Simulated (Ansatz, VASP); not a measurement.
## Nb in VASP and in Ansatz

File INCAR:

```
SYSTEM = Nb
PREC     = Accurate       ! precision mode
ENCUT    = 520            ! plane-wave cutoff, eV
EDIFF    = 1E-6           ! SCF threshold, eV
ISMEAR   = -1             ! smearing method
SIGMA    = 0.08           ! smearing width, eV
LREAL    = .False.        ! projectors in reciprocal space
LASPH    = .True.         ! aspherical terms in the spheres
NELM     = 60             ! most SCF steps
ALGO     = Normal         ! electronic algorithm
ISIF     = 2              ! what is computed and relaxed
LWAVE    = .False.        ! write WAVECAR
LCHARG   = .True.         ! write CHGCAR
GGA      = PS             ! functional
LELF     = .True.         ! ELF
LVHAR    = .True.       
NBANDS   = 12             ! bands
```

Contents of KPOINTS:

```
Automatic mesh
0
Gamma
  13 13 13
  0 0 0
```

File POSCAR:

```
Nb
1.0
    0.0000000000      2.1150000000      2.1784500000
    2.1150000000      0.0000000000      2.1784500000
    2.1150000000      2.1150000000      0.0000000000
Nb
1
Direct
    0.0000000000      0.0000000000      0.0000000000
```

Input for Ansatz:

```yaml
crystal:
  lattice:
    - [0.0, 2.115, 2.17845]
    - [2.115, 0.0, 2.17845]
    - [2.115, 2.115, 0.0]
  atoms:
    - { symbol: Nb, position: [0.0, 0.0, 0.0] }
kpoints:
  mp_grid: { grid: [13, 13, 13] }
  band_path:
    path:
      - [0.0, 0.0, 0.0]
      - [0.0, 0.5, 0.5]
      - [0.25, 0.75, 0.5]
      - [0.0, 0.5, 0.0]
      - [0.0, 0.0, 0.0]
      - [0.5, 0.5, 0.0]
      - [0.3678244886, 0.6321755114, 0.0]
      - [-0.3678244886, 0.3678244886, 0.0]
      - [0.0, 0.0, 0.0]
    npoints: 5
scf:
  occupations: { method: fermi_dirac, width: 0.08 }
hamiltonian:
  xc: pbesol
  pseudopotentials: { kind: all_electron, lapw: { basis_error: 0.00025 } }
output:
  forces: true
  stress: true
  eigenvalues: true
```

Change from the starting cell: zz strain of +3 %.

Alike in both runs: task single point; functional PBEsol; k mesh 13 × 13 × 13; occupations fermi-dirac, width 0.08 eV; no spin polarisation.

```csv
,VASP,Ansatz
version,VASP 6.6.1,Ansatz 0.2.0
potentials or method,"VASP PAW PBE potentials, release 64 (Nb_sv), cutoff 520 eV","all-electron LAPW, scalar-relativistic"
```

VASP gave:

| Property | Result |
| --- | --- |
| pressure (GPa) | -11.3 |
| traceless stress, the component that is largest in VASP (GPa) | 4.08 |

**Question.** Estimate Ansatz's values.

**Answer.** Pressure (GPa): -11.0; traceless stress, the component that is largest in VASP (GPa): 4.11.

VASP's potentials were made for PBE, not for PBEsol. Ansatz ran all-electron here, and VASP with PAW potentials.
